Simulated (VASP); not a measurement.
The system is HfN.

```
Hf N
1.0
     0.00000    2.26500    2.26500
     2.26500    0.00000    2.26500
     2.26500    2.26500    0.00000
Hf N
1 1
Cartesian
  0.0000 0.0000 0.0000
  2.2650 2.2650 2.2650
```

```yaml
Program: VASP 6.6.1
Task: relaxation of cell and atoms
Functional: LDA
Potentials_or_basis: VASP PAW LDA potentials, release 64 (Hf_pv, N)
Cutoff: 600 eV
k_mesh: 16 × 16 × 16
Occupations: gaussian, width 0.1 eV
Spin: no spin polarisation
```

At the start: pressure -12.7 GPa; volume 11.62 Å³/atom.

Where does the relaxation end?

Over 4 steps the energy falls by 21.4 meV/atom and the volume is 11.10 Å³/atom (-4.4 %); space group Fm-3m (No. 225, to 0.05 Å).

Step by step:
| step | energy change (eV) | largest force (eV/Å) | pressure (GPa) | volume (Å³) |
| --- | --- | --- | --- | --- |
| 1 | 0.0000 | 0.0000 | -12.73 | 23.24 |
| 2 | 0.1474 | 0.0000 | 34.20 | 20.27 |
| 3 | -0.0428 | 0.0000 | -0.44 | 22.24 |
| 4 | -0.0428 | 0.0000 | -0.04 | 22.21 |

Final structure:
```xyz
2
Lattice="0.0000 2.2310 2.2310 2.2310 0.0000 2.2310 2.2310 2.2310 0.0000" Properties=species:S:1:pos:R:3 pbc="T T T"
Hf    2.2310    2.2310    4.4619
N     2.2310    2.2310    2.2310
```
